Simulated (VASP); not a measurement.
# Al3Cu2 (P-3m1) in VASP: further runs

Al3Cu2 is run at these levels: PBEsol; tasks: single point, relaxation of shape and atoms at fixed volume.

All numbers are computed with VASP 6.6.1; they aren't measurements. Logs are shortened: lines on timing, memory, paths and dates and some standing lists are left out, and cuts for length are marked.

## Step 1: The cell of the first run

It takes space group P-3m1 (No. 164, trigonal). The conventional cell has a = 4.233 Å, b = 4.233 Å, c = 5.138 Å, α = 90.00°, β = 90.00°, γ = 120.00°. Within 3.4 Å of Al (site symmetry -3m) lie 6 Cu at 2.58 Å and 6 Al at 3.03 Å. Al (site symmetry 3m) has 5 Cu at 2.52 to 2.64 Å and 6 Al at 2.89 to 3.03 Å within 3.3 Å. Within 3.3 Å of Cu (site symmetry 3m) lie 8 Al at 2.52 to 2.64 Å and 3 Cu at 2.94 Å.

## Step 2: Single point, PBEsol (15.95 Å³/atom)

Contents of INCAR:

```
ALGO = Fast ; EDIFF = 1E-6
ENCUT = 520 ; GGA = PS
ISIF = 2 ; ISMEAR = 0
LASPH = T ; LCHARG = F
LREAL = F ; LWAVE = F
NBANDS = 24 ; NELM = 60
PREC = Accurate ; SIGMA = 0.1
```

Contents of KPOINTS:

```
k-points
0
Gamma
  12 12 8
```

Contents of POSCAR:

```
Al3Cu2
1.0
    4.2329022974      0.0000000000      0.0000000000
   -2.1164511487      3.6658009213      0.0000000000
    0.0000000000      0.0000000000      5.1380311200
Al Cu
3 2
Direct
    0.0000000000      0.0000000000      0.0000000000
    0.3333333333      0.6666666667      0.3502347137
    0.6666666667      0.3333333333      0.6497652863
    0.3333333333      0.6666666667      0.8415729061
    0.6666666667      0.3333333333      0.1584270939
```

Potentials or basis: VASP PAW PBE potentials, release 64 (Al, Cu).

Command:

```sh
$ cat potpaw_PBE.64/Al/POTCAR potpaw_PBE.64/Cu/POTCAR > POTCAR
$ mpirun -np 1 vasp_std > vasp.out
```

OUTCAR:

```text
EDIFF = 1E-6
   ENCUT = 520
   GGA = PS
   ISIF = 2
   ISMEAR = 0
   LASPH = T
   LREAL = F
   NELM = 60
   PREC = Accurate

 ion  position               nearest neighbor table
   1  0.000  0.000  0.000-   4 2.58   5 2.58   5 2.58   4 2.58   5 2.58   4 2.58   2 3.03   3 3.03
                             2 3.03   3 3.03   3 3.03   2 3.03
   2  0.333  0.667  0.350-   4 2.52   4 2.61   5 2.64   5 2.64   5 2.64   3 2.89   3 2.89   3 2.89
                             1 3.03   1 3.03   1 3.03
   3  0.667  0.333  0.650-   5 2.52   5 2.61   4 2.64   4 2.64   4 2.64   2 2.89   2 2.89   2 2.89
                             1 3.03   1 3.03   1 3.03
   4  0.333  0.667  0.842-   2 2.52   1 2.58   1 2.58   1 2.58   2 2.61   3 2.64   3 2.64   3 2.64

   5  0.667  0.333  0.158-   3 2.52   1 2.58   1 2.58   1 2.58   3 2.61   2 2.64   2 2.64   2 2.64

  LATTYP: Found a hexagonal cell.
 ALAT       =     4.2329022974
 C/A-ratio  =     1.2138317303

  Lattice vectors:

 A1 = (   4.2329022974,   0.0000000000,   0.0000000000)
 A2 = (  -2.1164511487,   3.6658009213,   0.0000000000)
 A3 = (   0.0000000000,   0.0000000000,   5.1380311200)

Analysis of symmetry for initial positions (statically):
=====================================================================
 Subroutine PRICEL returns:
 Original cell was already a primitive cell.

 Routine SETGRP: Setting up the symmetry group for a
 hexagonal supercell.

 Subroutine GETGRP returns: Found 12 space group operations
 (whereof 12 operations were pure point group operations)
 out of a pool of 24 trial point group operations.

The static configuration has the point symmetry D_3d.

Analysis of symmetry for dynamics (positions and initial velocities):
=====================================================================
 Subroutine PRICEL returns:
 Original cell was already a primitive cell.

 Routine SETGRP: Setting up the symmetry group for a
 hexagonal supercell.

 Subroutine GETGRP returns: Found 12 space group operations
 (whereof 12 operations were pure point group operations)
 out of a pool of 24 trial point group operations.

The dynamic configuration has the point symmetry D_3d.

 Subroutine INISYM returns: Found 12 space group operations
 (whereof 12 operations are pure point group operations),
 and found     1 'primitive' translations

----------------------------------------------------------------------------------------

                                     Primitive cell

  volume of cell :      79.7267

  direct lattice vectors                    reciprocal lattice vectors
     4.232902297  0.000000000  0.000000000     0.236244527  0.136395841  0.000000000
    -2.116451149  3.665800921  0.000000000     0.000000000  0.272791682  0.000000000
     0.000000000  0.000000000  5.138031120     0.000000000  0.000000000  0.194627081

  length of vectors
     4.232902297  4.232902297  5.138031120     0.272791682  0.272791682  0.194627081

  position of ions in fractional coordinates (direct lattice)
     0.000000000  0.000000000  0.000000000
     0.333333333  0.666666667  0.350234714
     0.666666667  0.333333333  0.649765286
     0.333333333  0.666666667  0.841572906
     0.666666667  0.333333333  0.158427094

  ion indices of the primitive-cell ions
   primitive index   ion index
                 1           1
                 2           2
                 3           3
                 4           4
                 5           5

----------------------------------------------------------------------------------------

 KPOINTS: k-points

Automatic generation of k-mesh.
 Grid dimensions read from file:
 generate k-points for:   12   12    8

 Generating k-lattice:

  Cartesian coordinates                     Fractional coordinates (reciprocal lattice)
     0.019687044  0.011366320  0.000000000     0.083333333  0.000000000  0.000000000
     0.000000000  0.022732640  0.000000000     0.000000000  0.083333333  0.000000000
     0.000000000  0.000000000  0.024328385     0.000000000  0.000000000  0.125000000

  Length of vectors
     0.022732640  0.022732640  0.024328385

  Shift w.r.t. Gamma in fractional coordinates (k-lattice)
     0.000000000  0.000000000  0.000000000

 Subroutine IBZKPT returns following result:
 ===========================================

 Found    131 irreducible k-points:

 Following reciprocal coordinates:
            Coordinates               Weight
  0.000000  0.000000  0.000000      1.000000
  0.083333  0.000000  0.000000      6.000000
  0.166667  0.000000  0.000000      6.000000
  0.250000  0.000000  0.000000      6.000000
  0.333333 -0.000000  0.000000      6.000000
  0.416667  0.000000  0.000000      6.000000
[... 16 lines left out ...]
  0.166667  0.000000  0.125000      6.000000
  0.000000  0.166667  0.125000      6.000000
 [... further k-points ...]
   k-points           NKPTS =    131   k-points in BZ     NKDIM =    131   number of bands    NBANDS=     24
   number of dos      NEDOS =    301   number of ions     NIONS =      5
   total plane-waves  NPLWV =  40960
   dimension x,y,z NGX =    32 NGY =   32 NGZ =   40
   dimension x,y,z NGXF=    64 NGYF=   64 NGZF=   80
   ions per type =               3   2
   NGX,Y,Z   is equivalent  to a cutoff of  12.57, 12.57, 12.94 a.u.
   NGXF,Y,Z  is equivalent  to a cutoff of  25.14, 25.14, 25.88 a.u.
 SYSTEM =  unknown system
   PREC   = accura    normal or accurate (medium, high low for compatibility)
   ISTART =      0    job   : 0-new  1-cont  2-samecut
   ICHARG =      2    charge: 1-file 2-atom 10-const
   ISPIN  =      1    spin polarized calculation?
   LNONCOLLINEAR =      F non collinear calculations
   LSORBIT =      F    spin-orbit coupling
   LASPH  =      T    aspherical Exc in radial PAW
   ENCUT  =  520.0 eV  38.22 Ry    6.18 a.u.   7.87  7.87  9.55*2*pi/ulx,y,z
   NELM   =     60;   NELMIN=  2; NELMDL= -5     # of ELM steps
   EDIFF  = 0.1E-05   stopping-criterion for ELM
   LREAL  =      F    real-space projection
   EDIFFG = 0.1E-04   stopping-criterion for IOM
   NSW    =      0    number of steps for IOM
   IBRION =     -1    ionic relax: 0-MD 1-quasi-New 2-CG
   NFREE  =      0    steps in history (QN), initial steepest desc. (CG)
   ISIF   =      2    stress and relaxation
   ISYM   =      2    0-nonsym 1-usesym 2-fastsym
   POTIM  = 0.5000    time-step for ionic-motion
   TEBEG  =    0.0;   TEEND  =   0.0 temperature during run
   PSTRESS=    0.0 pullay stress
   NELECT =      31.0000    total number of electrons
   NUPDOWN=      -1.0000    fix difference up-down
   EMIN   =  10.00;   EMAX   =-10.00  energy-range for DOS
   EFERMI =   0.00;   METHOD = LEGACY
   ISMEAR =     0;   SIGMA  =   0.10  broadening in eV -4-tet -1-fermi 0-gaus
   EFERMI_NEDOS =   21; number of points for ismear=-14 and -15
   IALGO  =     68    algorithm
   IMIX   =      4    mixing-type and parameters
     AMIX     =   0.40;   BMIX     =  1.00
     AMIX_MAG =   1.60;   BMIX_MAG =  1.00
  volume/ion in A,a.u.               =      15.95       107.60
  Fermi-wavevector in a.u.,A,eV,Ry     =   1.194889  2.258012 19.425840  1.427759
  Thomas-Fermi vector in A             =   2.330868
   LORBIT       =      0    0 simple, 1 ext, 2 COOP (PROOUT), +10 PAW based schemes
   GGA     = PS    functional components
   LHFCALC =     F    Hartree Fock is set to
   AEXX    =    0.0000 exact exchange contribution
   IVDW    =     0    specifies the selected vdW correction
   LEPSILON=     F    determine dielectric tensor
   LRPA    =     F    only Hartree local field effects (RPA)
 non-spin polarized calculation
 RMM-DIIS sequential band-by-band and
 Gauss-broadening in eV      SIGMA  =   0.10
  energy-cutoff  :      520.00
  volume of cell :       79.73
 maximum number of plane-waves:      2173
   NGX = 15   NGY = 15   NGZ = 19

 number of electron      31.0000005 magnetization

 Free energy of the ion-electron system (eV)
  ---------------------------------------------------
  ext. energy  EPLUGINS =         0.00000000
  ---------------------------------------------------
  free energy    TOTEN  =       -21.52358791 eV

  energy without entropy =      -21.51433349  energy(sigma->0) =      -21.51896070

 E-fermi :   7.2139     XC(G=0): -10.6554

 val. band max:        7.2102350855   @ k =  -0.0833   0.3333   0.1250
 cond. band min:       7.2156083860   @ k =   0.3333   0.0833   0.0000
 fundamental gap:      0.0053733005
 Fermi energy:         7.2138742885

 k-point     1 :       0.0000    0.0000    0.0000
  band No.  band energies     occupation
      1      -3.3241      2.00000
      2       1.3058      2.00000
      3       1.7506      2.00000
      4       2.3690      2.00000
      5       2.3690      2.00000
      6       2.7065      2.00000
[... 16 lines left out ...]
     23      12.8137      0.00000
     24      12.8137      0.00000

 k-point     2 :       0.0833    0.0000    0.0000
  band No.  band energies     occupation
      1      -3.2470      2.00000
      2       1.3450      2.00000
      3       1.7497      2.00000
      4       2.3825      2.00000
      5       2.3915      2.00000
      6       2.6902      2.00000
[... 16 lines left out ...]
     23      12.4737      0.00000
     24      12.5894      0.00000

 k-point     3 :       0.1667    0.0000    0.0000
  band No.  band energies     occupation
      1      -3.0169      2.00000
      2       1.4462      2.00000
      3       1.7245      2.00000
      4       2.4139      2.00000
      5       2.4568      2.00000
      6       2.6448      2.00000
[... 16 lines left out ...]
     23      12.2505      0.00000
     24      12.3712      0.00000
[... 514 lines left out ...]
 k-point    23 :       0.1667    0.0000    0.1250
  band No.  band energies     occupation
      1      -2.9337      2.00000
      2       0.9317      2.00000
      3       1.9267      2.00000
      4       2.3551      2.00000
      5       2.4432      2.00000
      6       2.6785      2.00000
[... 16 lines left out ...]
     23      12.2914      0.00000
     24      13.1404      0.00000

 k-point    24 :       0.0000    0.1667    0.1250
  band No.  band energies     occupation
      1      -2.9334      2.00000
      2       0.9240      2.00000
      3       1.9000      2.00000
      4       2.4079      2.00000
      5       2.4437      2.00000
      6       2.6394      2.00000
[... 16 lines left out ...]
     23      12.3661      0.00000
     24      12.8440      0.00000

 [... further k-points ...]

------------------------ aborting loop because EDIFF is reached ----------------------------------------

  FORCE on cell =-STRESS in cart. coord.  units (eV):
  Direction    XX          YY          ZZ          XY          YZ          ZX
  --------------------------------------------------------------------------------------
  -------------------------------------------------------------------------------------
  Total       -4.3867497     -4.3867497     -4.3497419      0.0000000      0.0000000      0.0000000
  in kB      -88.1555348    -88.1555348    -87.4118310      0.0000000      0.0000000      0.0000000
  external PRESSURE =     -87.9076335 kB  Pullay stress =       0.0000000 kB

 VOLUME and BASIS-vectors are now :
 -----------------------------------------------------------------------------
  energy-cutoff  :      520.00
  volume of cell :       79.73
      direct lattice vectors                 reciprocal lattice vectors
     4.232902297  0.000000000  0.000000000     0.236244527  0.136395841  0.000000000
    -2.116451149  3.665800921  0.000000000     0.000000000  0.272791682  0.000000000
     0.000000000  0.000000000  5.138031120     0.000000000  0.000000000  0.194627081

 POSITION                                       TOTAL-FORCE (eV/Angst)
 -----------------------------------------------------------------------------------
      0.00000      0.00000      0.00000        -0.000000     -0.000000      0.000000
     -0.00000      2.44387      1.79952        -0.000000     -0.000000      0.000246
      2.11645      1.22193      3.33851         0.000000     -0.000000     -0.000246
     -0.00000      2.44387      4.32403        -0.000000      0.000000     -0.003889
      2.11645      1.22193      0.81400         0.000000     -0.000000      0.003889
 -----------------------------------------------------------------------------------
    total drift:                               -0.000000      0.000000     -0.000000

  FREE ENERGIE OF THE ION-ELECTRON SYSTEM (eV)
  ---------------------------------------------------
  free  energy   TOTEN  =       -21.5235879052 eV

  energy  without entropy=      -21.5143334923  energy(sigma->0) =      -21.51896070
```

It took 6.3 min on 1 thread of Intel Xeon 8259CL, shared host; peak memory 0.35 GiB.

What came out:

```yaml
Free_energy: -21.5236 eV
Pressure: -8.8 GPa
Largest_force: 0.004 eV/Å
Band_gap_on_the_k_mesh: zero (an odd number of electrons rules out a gap without spin polarisation)
```

Forces in eV/Å, atoms in the order of the input:
```
Al   0.000  0.000  0.000
Al   0.000  0.000  0.000
Al   0.000  0.000  0.000
Cu   0.000  0.000 -0.004
Cu   0.000  0.000  0.004
```

Levels at points of the mesh, in eV from the Fermi level:
```csv
k point,band 13,band 14,band 15,band 16,band 17,band 18
"(0.00, 0.00, 0.00)",-3.31,-0.07,-0.07,1.31,1.31,2.05
"(0.50, 0.00, 0.00)",-2.74,-2.66,-2.33,-0.72,-0.31,0.45
"(0.00, 0.00, 0.50)",1.21,1.21,1.42,1.42,1.90,2.23
"(0.50, 0.00, 0.50)",-3.76,-3.23,-1.54,-0.08,0.72,0.73
```

Caveat: the cell stands under tension; the PAW data sets were made with another functional, which shifts forces and pressure a little.

[end of part 1 of 2]

The gap in the log of VASP goes by the Fermi energy; the results here count the filled bands.